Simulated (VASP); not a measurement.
Input of a VASP 6.6.1 run:

The input INCAR:

```
SYSTEM = Li4H3F
ALGO = Normal
EDIFF = 1E-7
EDIFFG = -0.03
ENCUT = 880
GGA = PS
GGA_COMPAT = .False.
IBRION = 2
ISIF = 8
ISMEAR = -1
ISYM = -1
LASPH = .True.
LCHARG = .False.
LREAL = Auto
LWAVE = .False.
NELM = 120
NELMIN = 4
NSW = 100
PREC = Accurate
SIGMA = 0.05
```

The input KPOINTS:

```
explicit points
1
Reciprocal
  0.25000000   0.25000000   0.25000000 1
```

File POSCAR:

```
Li4H3F
1.0
    7.9737500000      0.0000000000      0.0000000000
    0.0000000000      7.9737500000      0.0000000000
    0.0000000000      0.0000000000      7.9737500000
H F Li
24 8 32
Direct
    0.2469910000      0.0023950000      0.0031840000
    0.2500930000      0.9975150000      0.5003770000
    0.2493250000      0.5015910000      0.9946270000
    0.7516300000      0.9996180000      0.4960670000
    0.7491520000      0.4986280000      0.0019260000
    0.7511460000      0.5011830000      0.5055600000
    0.9987090000      0.2514240000      0.5032990000
    0.9982380000      0.7515930000      0.0032990000
    0.0022510000      0.7509920000      0.4994260000
    0.5002540000      0.2498540000      0.0022250000
    0.4971580000      0.2490230000      0.4988830000
    0.4960550000      0.7508720000      0.0039340000
    0.5030480000      0.7502200000      0.5002460000
    0.0041820000      0.4972350000      0.7522930000
    0.5041440000      0.9993170000      0.2490080000
    0.4962380000      0.0028930000      0.7498810000
    0.4994680000      0.5017860000      0.7539060000
    0.2514340000      0.2490610000      0.2472300000
    0.2515010000      0.2519370000      0.7488740000
    0.2534980000      0.7485960000      0.2543780000
    0.2512700000      0.7521200000      0.7482330000
    0.7499810000      0.2502120000      0.2523740000
    0.7519860000      0.2490410000      0.7495370000
    0.7520300000      0.7462190000      0.7477580000
    0.2491300000      0.4964520000      0.4981140000
    0.7504130000      0.0052610000      0.9988140000
    0.0000690000      0.2496780000      0.0003770000
    0.9982480000      0.9999880000      0.2521660000
    0.9995450000      0.9999450000      0.7463130000
    0.0029270000      0.4980520000      0.2515490000
    0.4982210000      0.5009920000      0.2502700000
    0.7517170000      0.7498610000      0.2493380000
    0.0031190000      0.9987860000      0.0043710000
    0.9971650000      0.0017230000      0.4993670000
    0.9984790000      0.4997830000      0.0020030000
    0.0021280000      0.4958560000      0.5010570000
    0.5003180000      0.0005560000      0.9975350000
    0.4959440000      0.0027760000      0.4979730000
    0.4991360000      0.4977070000      0.0009750000
    0.4958250000      0.4982200000      0.5018270000
    0.2468030000      0.2526620000      0.0004580000
    0.2548900000      0.2491030000      0.5029530000
    0.2473260000      0.7489400000      0.0008290000
    0.2525100000      0.7455030000      0.5008510000
    0.7488710000      0.2450760000      0.0003440000
    0.7529340000      0.2508720000      0.4989850000
    0.7516060000      0.7501790000      0.0019480000
    0.7475840000      0.7533320000      0.5010210000
    0.2522680000      0.0049320000      0.2497390000
    0.2496680000      0.0012490000      0.7516170000
    0.2497330000      0.4996100000      0.2507920000
    0.2495460000      0.5002430000      0.7522720000
    0.7486920000      0.0005810000      0.2491970000
    0.7506960000      0.9965270000      0.7523500000
    0.7480250000      0.4946230000      0.2478510000
    0.7488070000      0.5040520000      0.7458360000
    0.0016580000      0.2458190000      0.2509440000
    0.0010080000      0.2571130000      0.7537320000
    0.9970230000      0.7425280000      0.2472070000
    0.9988950000      0.7534080000      0.7514580000
    0.5026480000      0.2485600000      0.2511360000
    0.5007280000      0.2512710000      0.7491660000
    0.5003240000      0.7499130000      0.2477230000
    0.4981350000      0.7507520000      0.7489920000
```

Potentials or basis: VASP PAW PBE potentials, release 64 (H, F, Li_sv).

Launch:

```sh
$ cat potpaw_PBE.64/H/POTCAR potpaw_PBE.64/F/POTCAR potpaw_PBE.64/Li_sv/POTCAR > POTCAR
$ mpirun -np 1 vasp_std > vasp.out
```

Question: Estimate the relaxed volume.

Answer: 8.02 Å³/atom.

Question: Estimate the space group after relaxing (to 0.1 Å).

Answer: P1 (No. 1).

Final structure:
```cif
data_structure
_symmetry_space_group_name_H-M 'P 1'
_symmetry_Int_Tables_number 1
_cell_length_a 8.0067
_cell_length_b 8.0067
_cell_length_c 8.0067
_cell_angle_alpha 90.000
_cell_angle_beta 90.000
_cell_angle_gamma 90.000
_cell_volume 513.29
loop_
_atom_site_label
_atom_site_type_symbol
_atom_site_fract_x
_atom_site_fract_y
_atom_site_fract_z
_atom_site_occupancy
H1 H 0.25253 0.99986 0.00048 1
H2 H 0.25113 0.00018 0.50070 1
H3 H 0.25103 0.50101 0.99885 1
H4 H 0.74863 0.00060 0.50122 1
H5 H 0.74823 0.49940 0.99819 1
H6 H 0.75013 0.49966 0.50296 1
H7 H 0.99940 0.24970 0.50182 1
H8 H 0.00138 0.74829 0.99918 1
H9 H 0.00090 0.74953 0.50222 1
H10 H 0.49893 0.25038 0.99929 1
H11 H 0.50045 0.24893 0.50115 1
H12 H 0.49795 0.75055 0.99917 1
H13 H 0.50042 0.75224 0.50202 1
H14 H 0.99999 0.50094 0.75068 1
H15 H 0.49905 0.00050 0.25093 1
H16 H 0.49925 0.00015 0.74987 1
H17 H 0.50067 0.50060 0.75129 1
H18 H 0.25223 0.24785 0.25025 1
H19 H 0.25104 0.25053 0.75055 1
H20 H 0.25088 0.75070 0.25025 1
H21 H 0.25065 0.75047 0.75052 1
H22 H 0.74838 0.24949 0.25204 1
H23 H 0.74847 0.25104 0.74885 1
H24 H 0.74900 0.74876 0.74903 1
F1 F 0.25061 0.49977 0.49935 1
F2 F 0.75073 0.99940 0.00025 1
F3 F 0.99933 0.24924 0.00131 1
F4 F 0.99957 0.99927 0.25048 1
F5 F 0.99966 0.00071 0.75158 1
F6 F 0.00032 0.49902 0.25069 1
F7 F 0.50008 0.50050 0.25130 1
F8 F 0.75036 0.74876 0.25021 1
Li1 Li 0.99950 0.00041 0.00024 1
Li2 Li 0.00008 0.00050 0.50055 1
Li3 Li 0.00046 0.49929 0.00064 1
Li4 Li 0.00127 0.49922 0.50029 1
Li5 Li 0.50022 0.00024 0.00003 1
Li6 Li 0.50013 0.99998 0.50047 1
Li7 Li 0.49975 0.49989 0.00027 1
Li8 Li 0.49965 0.49974 0.49989 1
Li9 Li 0.25019 0.24974 0.00003 1
Li10 Li 0.25090 0.25049 0.50044 1
Li11 Li 0.25064 0.75013 0.99930 1
Li12 Li 0.25076 0.74952 0.50094 1
Li13 Li 0.74987 0.24942 0.99962 1
Li14 Li 0.74903 0.24991 0.50112 1
Li15 Li 0.74935 0.75060 0.99999 1
Li16 Li 0.74939 0.74947 0.50051 1
Li17 Li 0.24987 0.99962 0.25033 1
Li18 Li 0.24992 0.99967 0.74995 1
Li19 Li 0.25057 0.50016 0.25097 1
Li20 Li 0.25033 0.50038 0.74935 1
Li21 Li 0.75029 0.99928 0.25002 1
Li22 Li 0.75026 0.99984 0.75029 1
Li23 Li 0.74968 0.50031 0.25085 1
Li24 Li 0.74955 0.50028 0.74998 1
Li25 Li 0.99978 0.25007 0.25003 1
Li26 Li 0.99979 0.24895 0.75172 1
Li27 Li 0.99963 0.74995 0.25024 1
Li28 Li 0.00011 0.75033 0.75029 1
Li29 Li 0.49991 0.25048 0.25056 1
Li30 Li 0.49995 0.25000 0.75004 1
Li31 Li 0.50021 0.74961 0.25019 1
Li32 Li 0.50012 0.75028 0.75015 1
```

Caveat: the PAW data sets were made with another functional, which shifts forces and pressure a little.
